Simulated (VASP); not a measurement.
# Si2I (Pnnm) in VASP: further runs, part 2 of 2

VASP 6.6.1. The steps go on from the part before.

## (3) Single point, PBE

This run uses another cell than the first one, of 28.23 Å³/atom.

INCAR

```
ALGO = Normal
EDIFF = 1E-6
ENCUT = 520
GGA = PE
ISIF = 2
ISMEAR = 0
LASPH = True
LCHARG = True
LELF = True
LREAL = False
LVHAR = True
LWAVE = False
NBANDS = 24
NELM = 80
PREC = Accurate
SIGMA = 0.1
```

KPOINTS

```
k-points
0
Gamma
  8 4 12
```

POSCAR

```
Si2I
1.0
    4.9372425780      0.0000000000      0.0000000000
    0.0000000000      9.9158122487      0.0000000000
    0.0000000000      0.0000000000      3.4596943015
Si I
4 2
Direct
    0.4050598970      0.8879052757      0.5000000000
    0.9050598970      0.6120947243      0.0000000000
    0.5949401030      0.1120947243      0.5000000000
    0.0949401030      0.3879052757      0.0000000000
    0.5000000000      0.5000000000      0.5000000000
    0.0000000000      0.0000000000      0.0000000000
```

Potentials or basis: VASP PAW PBE potentials, release 64 (Si, I).

Run with:

```bash
cat potpaw_PBE.64/Si/POTCAR potpaw_PBE.64/I/POTCAR > POTCAR
mpirun -np 1 vasp_std > vasp.out
```

OUTCAR:

```text
EDIFF = 1E-6
   ENCUT = 520
   GGA = PE
   ISIF = 2
   ISMEAR = 0
   LASPH = True
   LREAL = False
   NELM = 80
   PREC = Accurate

 ion  position               nearest neighbor table
   1  0.405  0.888  0.500-   3 2.41   6 2.87   6 2.87
   2  0.905  0.612  0.000-   4 2.41   5 2.87   5 2.87
   3  0.595  0.112  0.500-   1 2.41   6 2.87   6 2.87
   4  0.095  0.388  0.000-   2 2.41   5 2.87   5 2.87
   5  0.500  0.500  0.500-   2 2.87   4 2.87   2 2.87   4 2.87
   6  0.000  0.000  0.000-   1 2.87   3 2.87   1 2.87   3 2.87

  LATTYP: Found a simple orthorhombic cell.
 ALAT       =     3.4596943015
 B/A-ratio  =     1.4270748071
 C/A-ratio  =     2.8660949161

  Lattice vectors:

 A1 = (   0.0000000000,   0.0000000000,   3.4596943015)
 A2 = (   4.9372425780,   0.0000000000,   0.0000000000)
 A3 = (   0.0000000000,   9.9158122487,   0.0000000000)

Analysis of symmetry for initial positions (statically):
=====================================================================
 Subroutine PRICEL returns:
 Original cell was already a primitive cell.
[... 184 lines left out ...]
 cond. band min:       4.7779252071   @ k =   0.3750   0.5000   0.4167
 fundamental gap:      0.0250555646
 Fermi energy:         4.7590928493

 k-point     1 :       0.0000    0.0000    0.0000
  band No.  band energies     occupation
      1      -9.8689      2.00000
      2      -9.7957      2.00000
      3      -3.0070      2.00000
      4      -2.9754      2.00000
      5      -2.8559      2.00000
      6      -2.2654      2.00000
[... 637 lines left out ...]
     23       9.0844      0.00000
     24       9.3698      0.00000

 [... further k-points ...]

------------------------ aborting loop because EDIFF is reached ----------------------------------------

  FORCE on cell =-STRESS in cart. coord.  units (eV):
  Direction    XX          YY          ZZ          XY          YZ          ZX
  --------------------------------------------------------------------------------------
  -------------------------------------------------------------------------------------
  Total       -0.0439907     -0.0329439     -0.0191441     -0.0000000      0.0000000      0.0000000
  in kB       -0.4161224     -0.3116273     -0.1810899     -0.0000000      0.0000000      0.0000000
  external PRESSURE =      -0.3029465 kB  Pullay stress =       0.0000000 kB

 VOLUME and BASIS-vectors are now :
 -----------------------------------------------------------------------------
  energy-cutoff  :      520.00
  volume of cell :      169.38
      direct lattice vectors                 reciprocal lattice vectors
     4.937242578  0.000000000  0.000000000     0.202542205  0.000000000  0.000000000
     0.000000000  9.915812249  0.000000000     0.000000000  0.100849025  0.000000000
     0.000000000  0.000000000  3.459694301     0.000000000  0.000000000  0.289042879

 POSITION                                       TOTAL-FORCE (eV/Angst)
 -----------------------------------------------------------------------------------
      1.99988      8.80430      1.72985        -0.003433      0.009249      0.000000
      4.46850      6.06942      0.00000        -0.003433     -0.009249      0.000000
      2.93736      1.11151      1.72985         0.003433     -0.009249     -0.000000
      0.46874      3.84640      0.00000         0.003433      0.009249     -0.000000
      2.46862      4.95791      1.72985         0.000000      0.000000      0.000000
      0.00000      0.00000      0.00000         0.000000      0.000000      0.000000
 -----------------------------------------------------------------------------------
    total drift:                               -0.000000      0.000000     -0.000000

  FREE ENERGIE OF THE ION-ELECTRON SYSTEM (eV)
  ---------------------------------------------------
  free  energy   TOTEN  =       -18.8900068868 eV

  energy  without entropy=      -18.8784984663  energy(sigma->0) =      -18.88425268
```

It took 3.5 min on 1 thread of Intel Xeon 6975P-C (Granite Rapids), shared host; peak memory 0.52 GiB.

Results:

- Free energy: -18.8900 eV
- Pressure: 0.0 GPa
- Largest force: 0.010 eV/Å
- Band gap on the k mesh: zero (bands 15 and 16 overlap by 2.37 eV)

Forces in eV/Å, atoms in the order of the input:
```
Si  -0.003  0.009  0.000
Si  -0.003 -0.009  0.000
Si   0.003 -0.009  0.000
Si   0.003  0.009  0.000
I    0.000  0.000  0.000
I    0.000  0.000  0.000
```

Caveat: spin-orbit coupling is left out, which moves the levels of the heavy elements.

## (4) Relaxation of cell and atoms, PBE

This run uses another cell than the first one, of 25.37 Å³/atom.

INCAR

```
SYSTEM = Si2I
PREC = Accurate
ENCUT = 600
EDIFF = 1E-7
ISMEAR = 0
SIGMA = 0.1
LREAL = .False.
LASPH = .True.
NELM = 80
ALGO = Normal
ISIF = 3
LWAVE = .False.
LCHARG = .False.
GGA = PE
IBRION = 2
NSW = 90
EDIFFG = -0.04
```

KPOINTS

```
Automatic mesh
0
Gamma
  4 4 4
  0 0 0
```

POSCAR

```
Si2I
1.0
    6.0322486750      0.0000000000      0.0000000000
    0.0000000000      6.2159229135      0.0000000000
    0.0000000000      0.0000000000      4.0601673774
Si I
4 2
Direct
    0.2250000000      0.8250000000      0.5000000000
    0.7250000000      0.6750000000      0.0000000000
    0.7750000000      0.1750000000      0.5000000000
    0.2750000000      0.3250000000      0.0000000000
    0.5000000000      0.5000000000      0.5000000000
    0.0000000000      0.0000000000      0.0000000000
```

Run with:

```bash
cat potpaw_PBE.64/Si/POTCAR potpaw_PBE.64/I/POTCAR > POTCAR
mpirun -np 1 vasp_std > vasp.out
```

It took 16 min on 1 thread of Intel Xeon 6975P-C (Granite Rapids), shared host; peak memory 0.34 GiB.

It converged, with:

```
Free energy                           : -20.6779 eV
Relaxed volume                        : 27.94 Å³/atom
Relaxed cell                          : a = 3.888 Å, b = 7.521 Å, c = 5.732 Å, α = 90.00°, β = 90.00°, γ = 90.00°
Space group after relaxing (to 0.1 Å) : Pnnm (No. 58)
Pressure after relaxing               : 0.0 GPa
Largest force after relaxing          : 0.022 eV/Å
Band gap on the k mesh                : zero (bands 15 and 16 overlap by 2.73 eV)
```

Forces on the atoms (eV/Å):
```
Si  -0.002  0.022  0.000
Si  -0.002 -0.022  0.000
Si   0.002 -0.022  0.000
Si   0.002  0.022  0.000
I    0.000  0.000  0.000
I    0.000  0.000  0.000
```

Stress tensor (GPa, compression positive):
```
-0.05  0.00  0.00
 0.00  0.12  0.00
 0.00  0.00 -0.02
```

Final structure:
```xyz
6
Lattice="3.8885 0.0000 0.0000 0.0000 7.5214 0.0000 0.0000 0.0000 5.7319" Properties=species:S:1:pos:R:3 pbc="T T T"
Si    0.9550    6.8640    2.8660
Si    2.8993    4.4181    0.0000
Si    2.9334    0.6574    2.8660
Si    0.9892    3.1033    0.0000
I     1.9442    3.7607    2.8660
I     0.0000    0.0000    0.0000
```

Levels at points of the mesh, in eV from the Fermi level:
```
           k point  band 12  band 13  band 14  band 15  band 16  band 17  band 18  band 19
(0.00, 0.00, 0.00)    -1.90    -1.51    -0.43    -0.10     0.31     1.20     2.20     2.43
(0.50, 0.00, 0.00)    -3.67    -1.21    -1.21    -0.67    -0.67     0.22     0.22     2.90
(0.00, 0.50, 0.00)    -1.95    -1.84    -1.84     1.42     1.42     2.00     2.28     2.46
(0.50, 0.50, 0.00)    -3.44    -1.71    -1.71    -0.80    -0.80    -0.30    -0.30     3.72
(0.00, 0.00, 0.50)    -1.54    -1.53    -1.53    -1.21    -1.21     0.48     0.48     1.40
(0.50, 0.00, 0.50)    -2.00    -1.75    -1.75     0.26     0.26     0.33     0.33     1.60
(0.00, 0.50, 0.50)    -2.10    -1.45    -1.45    -1.31    -1.31     1.21     1.21     2.33
(0.50, 0.50, 0.50)    -1.97    -1.43    -1.43    -1.06    -1.06     0.20     0.20     1.54
```

Caveat: the k points lie up to 0.40 Å⁻¹ apart in the final cell, too coarse for converged energies and pressures of a metal; a cell axis changed by over 15 % at a fixed basis, so the end point is rough; spin-orbit coupling is left out, which moves the levels of the heavy elements.

## (5) The runs side by side

```tsv
task	cell	k mesh	cutoff (eV)	gap on the mesh (eV)	pressure (GPa)	relaxed volume (Å³/atom)	largest force (eV/Å)
relaxation of cell and atoms	relaxed from a = 5.496, b = 7.983, c = 3.599 Å, 6 atoms, atomic positions A	4 × 2 × 6	600	none	-0.1	26.81	0.01
single point	a = 4.937, b = 9.916, c = 3.460 Å, 6 atoms, atomic positions B	8 × 4 × 12	520	none	0.0	-	0.01
relaxation of cell and atoms	relaxed from a = 6.032, b = 6.216, c = 4.060 Å, 6 atoms, atomic positions C	4 × 4 × 4	600	none	0.0	27.94	0.02
```

Alike in all rows: level PBE; potentials or basis VASP PAW PBE potentials, release 64 (Si, I); no spin polarisation; smearing gaussian 0.1 eV.

Caveats: some runs use coarse meshes; spin-orbit coupling is left out, which moves the levels of the heavy elements; a cell axis changed by over 15 % at a fixed basis, so the end point is rough (at least some runs).

Total energies depend on the potentials used, so only differences within one code and one set of settings carry meaning.

The gap in the log of VASP goes by the Fermi energy; the results here count the filled bands.